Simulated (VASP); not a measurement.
CdS (pbe), 4 atoms in the cell. Symmetry: P6_3mc, No. 186, hexagonal system. Conventional cell: a = 4.196 Å, b = 4.196 Å, c = 6.830 Å, α = 90.00°, β = 90.00°, γ = 120.00°. Within 3.2 Å of Cd (site symmetry 3m) lie 3 S at 2.42 Å. S (site symmetry 3m) has 3 Cd at 2.42 Å within 3.2 Å. 

```yaml
Program: VASP 6.6.1
Task: single point
Functional: PBE
Potentials_or_basis: VASP PAW PBE potentials, release 64 (Cd, S)
Cutoff: 520 eV
k_mesh: 9 × 9 × 4
Occupations: gaussian, width 0.01 eV
Spin: no spin polarisation
Dipole_correction: no
Further_INCAR_settings: ALGO = Normal; EDIFF = 1e-06; NBANDS = 26
```

Potentials or basis: VASP PAW PBE potentials, release 64 (Cd, S).

Run with:

```bash
$ cat potpaw_PBE.64/Cd/POTCAR potpaw_PBE.64/S/POTCAR > POTCAR
$ mpirun -np 1 vasp_std > vasp.out
```

Hardware: 1 thread of AMD EPYC 9R45 96-Core Processor (Zen 5) (shared host).

**Question.** Estimate the wall time of this run.

**Answer.** Wall time 43 s on 1 thread of AMD EPYC 9R45 96-Core Processor (Zen 5), with other jobs on the host, peak memory 0.23 GiB. Counts: scf iterations 15, k points 36.
